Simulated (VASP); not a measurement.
# V (Im-3m) in VASP: a series of runs

V is run at these levels: PBE; tasks: single point.

Everything below comes from runs of VASP 6.6.1. Logs are shortened: lines on timing, memory, paths and dates and some standing lists are left out, and cuts for length are marked.

### 1 The cell of the first run

The structure is cubic, space group Im-3m (No. 229). Conventional cell: a = 2.997 Å, b = 2.997 Å, c = 2.997 Å, α = 90.00°, β = 90.00°, γ = 90.00°. Within 3.4 Å of V (site symmetry m-3m) lie 14 V at 2.60 to 3.00 Å.

### 2 Single point, PBE, collinear spin (13.46 Å³/atom)

INCAR reads:

```
PREC = Accurate ; ENCUT = 520
EDIFF = 1E-6 ; ISMEAR = 0
SIGMA = 0.05 ; LREAL = False
LASPH = True ; NELM = 150
ALGO = Normal ; ISIF = 2
LWAVE = False ; LCHARG = True
ISPIN = 2 ; MAGMOM = 0.05
LORBIT = 11 ; LMAXMIX = 4
GGA = PE ; LELF = True
LVHAR = True ; NBANDS = 16
```

KPOINTS reads:

```
Automatic mesh
0
Gamma
  20 20 20
```

POSCAR reads:

```
V
1.0
   -1.4983851310      1.4983851310      1.4983851310
    1.4983851310     -1.4983851310      1.4983851310
    1.4983851310      1.4983851310     -1.4983851310
V
1
Direct
    0.0000000000      0.0000000000      0.0000000000
```

Potentials or basis: VASP PAW PBE potentials, release 64 (V_sv).

Launch:

```sh
> cat potpaw_PBE.64/V_sv/POTCAR > POTCAR
> mpirun -np 1 vasp_std > vasp.out
```

OUTCAR:

```text
PREC = Accurate
   ENCUT = 520
   EDIFF = 1E-6
   ISMEAR = 0
   LREAL = False
   LASPH = True
   NELM = 150
   ISIF = 2
   ISPIN = 2
   LORBIT = 11
   GGA = PE

 ion  position               nearest neighbor table
   1  0.000  0.000  0.000-

  LATTYP: Found a body centered cubic cell.
 ALAT       =     2.9967702620

  Lattice vectors:

 A1 = (  -1.4983851310,   1.4983851310,   1.4983851310)
 A2 = (   1.4983851310,  -1.4983851310,   1.4983851310)
 A3 = (   1.4983851310,   1.4983851310,  -1.4983851310)

Analysis of symmetry for initial positions (statically):
=====================================================================
 Subroutine PRICEL returns:
 Original cell was already a primitive cell.

 Routine SETGRP: Setting up the symmetry group for a
 body centered cubic supercell.

 Subroutine GETGRP returns: Found 48 space group operations
 (whereof 48 operations were pure point group operations)
 out of a pool of 48 trial point group operations.

The static configuration has the point symmetry O_h .

Analysis of symmetry for dynamics (positions and initial velocities):
=====================================================================
 Subroutine PRICEL returns:
 Original cell was already a primitive cell.

 Routine SETGRP: Setting up the symmetry group for a
 body centered cubic supercell.

 Subroutine GETGRP returns: Found 48 space group operations
 (whereof 48 operations were pure point group operations)
 out of a pool of 48 trial point group operations.

The dynamic configuration has the point symmetry O_h .

Analysis of structural, dynamic, and magnetic symmetry:
=====================================================================
 Subroutine PRICEL returns:
 Original cell was already a primitive cell.

 Routine SETGRP: Setting up the symmetry group for a
 body centered cubic supercell.

 Subroutine GETGRP returns: Found 48 space group operations
 (whereof 48 operations were pure point group operations)
 out of a pool of 48 trial point group operations.

The overall configuration has the point symmetry O_h .

 Subroutine INISYM returns: Found 48 space group operations
 (whereof 48 operations are pure point group operations),
 and found     1 'primitive' translations

----------------------------------------------------------------------------------------

                                     Primitive cell

  volume of cell :      13.4564

  direct lattice vectors                    reciprocal lattice vectors
[... 95 lines left out ...]
   PSTRESS=    0.0 pullay stress
   NELECT =      13.0000    total number of electrons
   NUPDOWN=      -1.0000    fix difference up-down
   EMIN   =  10.00;   EMAX   =-10.00  energy-range for DOS
   EFERMI =   0.00;   METHOD = LEGACY
   ISMEAR =     0;   SIGMA  =   0.05  broadening in eV -4-tet -1-fermi 0-gaus
   EFERMI_NEDOS =   21; number of points for ismear=-14 and -15
   IALGO  =     38    algorithm
   IMIX   =      4    mixing-type and parameters
     AMIX     =   0.40;   BMIX     =  1.00
     AMIX_MAG =   1.60;   BMIX_MAG =  1.00
  volume/ion in A,a.u.               =      13.46        90.81
  Fermi-wavevector in a.u.,A,eV,Ry     =   1.618375  3.058285 35.635531  2.619138
  Thomas-Fermi vector in A             =   2.712648
   LORBIT       =     11    0 simple, 1 ext, 2 COOP (PROOUT), +10 PAW based schemes
   GGA     = PE    functional components
   LHFCALC =     F    Hartree Fock is set to
   AEXX    =    0.0000 exact exchange contribution
   IVDW    =     0    specifies the selected vdW correction
   LEPSILON=     F    determine dielectric tensor
   LRPA    =     F    only Hartree local field effects (RPA)
 spin polarized calculation
 Gauss-broadening in eV      SIGMA  =   0.05
  energy-cutoff  :      520.00
  volume of cell :       13.46
 maximum number of plane-waves:       374
   NGX =  9   NGY =  9   NGZ =  9

 number of electron      12.9999990 magnetization       0.0002625

 Free energy of the ion-electron system (eV)
  ---------------------------------------------------
  ext. energy  EPLUGINS =         0.00000000
  ---------------------------------------------------
  free energy    TOTEN  =        -8.99333345 eV

  energy without entropy =       -8.99081302  energy(sigma->0) =       -8.99207323

 E-fermi :   9.7091     XC(G=0): -12.9106

 val. band max:        9.7085532778   @ k =   0.3000   0.0500   0.0500
 cond. band min:       9.7099219299   @ k =   0.3000   0.0500   0.0000
 fundamental gap:      0.0013686521
 Fermi energy:         9.7090508798

 spin component 1

 k-point     1 :       0.0000    0.0000    0.0000
  band No.  band energies     occupation
      1     -54.0045      1.00000
      2     -27.3034      1.00000
      3     -27.3034      1.00000
      4     -27.3034      1.00000
      5       3.1305      1.00000
      6      10.1278      0.00000
[... 435 lines left out ...]
      5       6.1409      1.00000
      6       9.0646      1.00000
[... 8 lines left out ...]
     15      37.1526      0.00000
     16      38.1603      0.00000

 [... further k-points ...]

 spin component 2

 k-point     1 :       0.0000    0.0000    0.0000
  band No.  band energies     occupation
      1     -54.0047      1.00000
      2     -27.3036      1.00000
      3     -27.3036      1.00000
      4     -27.3036      1.00000
      5       3.1306      1.00000
      6      10.1281      0.00000
[... 435 lines left out ...]
      5       6.1410      1.00000
      6       9.0649      1.00000
[... 8 lines left out ...]
     15      37.1527      0.00000
     16      38.1605      0.00000

 [... further k-points ...]
[... 5 lines left out ...]
  --------------------------------------------------------------------------------------
  -------------------------------------------------------------------------------------
  Total        0.0218714      0.0218714      0.0218714      0.0000000     -0.0000000      0.0000000
  in kB        2.6040950      2.6040950      2.6040950      0.0000000     -0.0000000      0.0000000
  external PRESSURE =       2.6040950 kB  Pullay stress =       0.0000000 kB

 VOLUME and BASIS-vectors are now :
 -----------------------------------------------------------------------------
  energy-cutoff  :      520.00
  volume of cell :       13.46
      direct lattice vectors                 reciprocal lattice vectors
    -1.498385131  1.498385131  1.498385131     0.000000000  0.333692580  0.333692580
     1.498385131 -1.498385131  1.498385131     0.333692580  0.000000000  0.333692580
     1.498385131  1.498385131 -1.498385131     0.333692580  0.333692580  0.000000000

 POSITION                                       TOTAL-FORCE (eV/Angst)
 -----------------------------------------------------------------------------------
      0.00000      0.00000      0.00000         0.000000     -0.000000      0.000000
 -----------------------------------------------------------------------------------
    total drift:                                0.000000     -0.000000      0.000000

  FREE ENERGIE OF THE ION-ELECTRON SYSTEM (eV)
  ---------------------------------------------------
  free  energy   TOTEN  =        -8.9933334465 eV

  energy  without entropy=       -8.9908130202  energy(sigma->0) =       -8.99207323

 total charge

# of ion       s       p       d       tot
------------------------------------------
    1        2.342   6.223   3.088  11.652

 magnetization (x)

# of ion       s       p       d       tot
------------------------------------------
    1        0.000   0.000   0.000   0.000
```

stdout:

```text
POSCAR found type information on POSCAR V
 POSCAR found :  1 types and       1 ions
 scaLAPACK will be used
 LDA part: xc-table for (Slater+PW92), standard interpolation
 POSCAR, INCAR and KPOINTS ok, starting setup
 FFT: planning ... GRIDC
 FFT: planning ... GRID_SOFT
 FFT: planning ... GRID
 WAVECAR not read
 entering main loop
```

It took 1.7 min on 1 thread of Intel Xeon 8259CL, shared host; peak memory 0.19 GiB.

Results:

- Free energy: -8.9933 eV
- Pressure: 0.3 GPa
- Net moment: 0.00 μB per cell
- Valence electrons inside the program's atomic spheres: V 11.65

### 3 Single point, PBE, collinear spin, ferromagnetic start

This run uses another cell than the first one, of 13.89 Å³/atom.

INCAR reads:

```
PREC = Accurate
ENCUT = 520
EDIFF = 1E-6
ISMEAR = 0
SIGMA = 0.05
LREAL = F
LASPH = T
NELM = 150
ALGO = Fast
ISIF = 2
LWAVE = F
LCHARG = T
ISPIN = 2
MAGMOM = 1
LORBIT = 11
LMAXMIX = 4
GGA = PE
LELF = T
LVHAR = T
NBANDS = 16
```

KPOINTS reads:

```
regular mesh
0
Gamma
  20 20 20
```

POSCAR reads:

```
V
1.0
   -1.5143500000      1.5143500000      1.5143500000
    1.5143500000     -1.5143500000      1.5143500000
    1.5143500000      1.5143500000     -1.5143500000
V
1
Direct
    0.0000000000      0.0000000000      0.0000000000
```

Potentials or basis: VASP PAW PBE potentials, release 64 (V_sv).

Launch:

```sh
> cat potpaw_PBE.64/V_sv/POTCAR > POTCAR
> mpirun -np 1 vasp_std > vasp.out
```

OUTCAR:

```text
PREC = Accurate
   ENCUT = 520
   EDIFF = 1E-6
   ISMEAR = 0
   LREAL = F
   LASPH = T
   NELM = 150
   ISIF = 2
   ISPIN = 2
   LORBIT = 11
   GGA = PE

 ion  position               nearest neighbor table
   1  0.000  0.000  0.000-

  LATTYP: Found a body centered cubic cell.
 ALAT       =     3.0287000000

  Lattice vectors:

 A1 = (  -1.5143500000,   1.5143500000,   1.5143500000)
 A2 = (   1.5143500000,  -1.5143500000,   1.5143500000)
[... 1121 lines left out ...]
  -------------------------------------------------------------------------------------
  Total       -0.4545303     -0.4545303     -0.4545303     -0.0000000     -0.0000000      0.0000000
  in kB      -52.4245457    -52.4245457    -52.4245457     -0.0000000     -0.0000000      0.0000000
  external PRESSURE =     -52.4245457 kB  Pullay stress =       0.0000000 kB

 VOLUME and BASIS-vectors are now :
 -----------------------------------------------------------------------------
  energy-cutoff  :      520.00
  volume of cell :       13.89
      direct lattice vectors                 reciprocal lattice vectors
    -1.514350000  1.514350000  1.514350000     0.000000000  0.330174662  0.330174662
     1.514350000 -1.514350000  1.514350000     0.330174662  0.000000000  0.330174662
     1.514350000  1.514350000 -1.514350000     0.330174662  0.330174662  0.000000000

 POSITION                                       TOTAL-FORCE (eV/Angst)
 -----------------------------------------------------------------------------------
      0.00000      0.00000      0.00000         0.000000     -0.000000     -0.000000
 -----------------------------------------------------------------------------------
    total drift:                                0.000000     -0.000000      0.000000

  FREE ENERGIE OF THE ION-ELECTRON SYSTEM (eV)
  ---------------------------------------------------
  free  energy   TOTEN  =        -8.9864908530 eV

  energy  without entropy=       -8.9839312941  energy(sigma->0) =       -8.98521107

 total charge

# of ion       s       p       d       tot
------------------------------------------
    1        2.333   6.212   3.054  11.599

 magnetization (x)

# of ion       s       p       d       tot
------------------------------------------
    1        0.000   0.000   0.001   0.001
```

OSZICAR:

```text
N       E                     dE             d eps       ncg     rms          rms(c)
DAV:   1     0.931353714947E+02    0.93135E+02   -0.67791E+03 16520   0.927E+02
DAV:   2    -0.875612947163E+01   -0.10189E+03   -0.97765E+02 17984   0.271E+02
DAV:   3    -0.102896836406E+02   -0.15336E+01   -0.15310E+01 18552   0.362E+01
DAV:   4    -0.102957650106E+02   -0.60814E-02   -0.60813E-02 19368   0.241E+00
DAV:   5    -0.102958189928E+02   -0.53982E-04   -0.53983E-04 19016   0.212E-01    0.179E+01
RMM:   6    -0.899524251102E+01    0.13006E+01   -0.15287E+00 18497   0.121E+01    0.174E+00
RMM:   7    -0.899239489839E+01    0.28476E-02   -0.40290E-02 18392   0.206E+00    0.120E+00
RMM:   8    -0.898697386968E+01    0.54210E-02   -0.56771E-03 18909   0.825E-01    0.878E-01
RMM:   9    -0.898625642521E+01    0.71744E-03   -0.11151E-03 19461   0.385E-01    0.133E-01
RMM:  10    -0.898649035338E+01   -0.23393E-03   -0.36462E-04 18899   0.204E-01    0.356E-02
RMM:  11    -0.898648921219E+01    0.11412E-05   -0.53830E-05 19097   0.815E-02    0.121E-02
RMM:  12    -0.898648955215E+01   -0.33996E-06   -0.12034E-05 19270   0.406E-02    0.464E-03
RMM:  13    -0.898649060322E+01   -0.10511E-05   -0.25295E-06 14866   0.177E-02    0.299E-03
RMM:  14    -0.898649085303E+01   -0.24981E-06   -0.40366E-07 11777   0.679E-03
   1 F= -.89864909E+01 E0= -.89852111E+01  d E =-.255956E-02  mag=     0.0009
```

stdout:

```text
POSCAR found type information on POSCAR V
 POSCAR found :  1 types and       1 ions
 scaLAPACK will be used
 LDA part: xc-table for (Slater+PW92), standard interpolation
 POSCAR, INCAR and KPOINTS ok, starting setup
 FFT: planning ... GRIDC
 FFT: planning ... GRID_SOFT
 FFT: planning ... GRID
 WAVECAR not read
 entering main loop
```

Run time: 1.8 min. Hardware: 1 thread of Intel Xeon 8259CL, shared host; peak memory 0.2 GiB.

Results:

```
Free energy                                           : -8.9865 eV
Pressure                                              : -5.2 GPa
Net moment                                            : 0.00 μB per cell
Valence electrons inside the program's atomic spheres : V 11.60
```

Levels at points of the mesh, in eV from the Fermi level:
Spin up:
```csv
k point,band 4,band 5,band 6,band 7,band 8,band 9,band 10,band 11
"(0.00, 0.00, 0.00)",-37.10,-6.51,0.41,0.41,0.41,2.34,2.34,20.25
"(0.50, 0.00, 0.00)",-37.11,-3.06,-1.07,1.54,2.33,2.68,3.95,9.80
"(0.50, 0.50, 0.50)",-37.66,-2.85,-2.85,3.58,3.58,3.58,9.93,9.93
```
Spin down:
| k point | band 4 | band 5 | band 6 | band 7 | band 8 | band 9 | band 10 | band 11 |
| --- | --- | --- | --- | --- | --- | --- | --- | --- |
| (0.00, 0.00, 0.00) | -37.10 | -6.51 | 0.41 | 0.41 | 0.41 | 2.34 | 2.34 | 20.25 |
| (0.50, 0.00, 0.00) | -37.11 | -3.06 | -1.06 | 1.54 | 2.34 | 2.68 | 3.95 | 9.80 |
| (0.50, 0.50, 0.50) | -37.66 | -2.85 | -2.85 | 3.58 | 3.58 | 3.58 | 9.93 | 9.93 |

Caveat: the cell stands under tension.
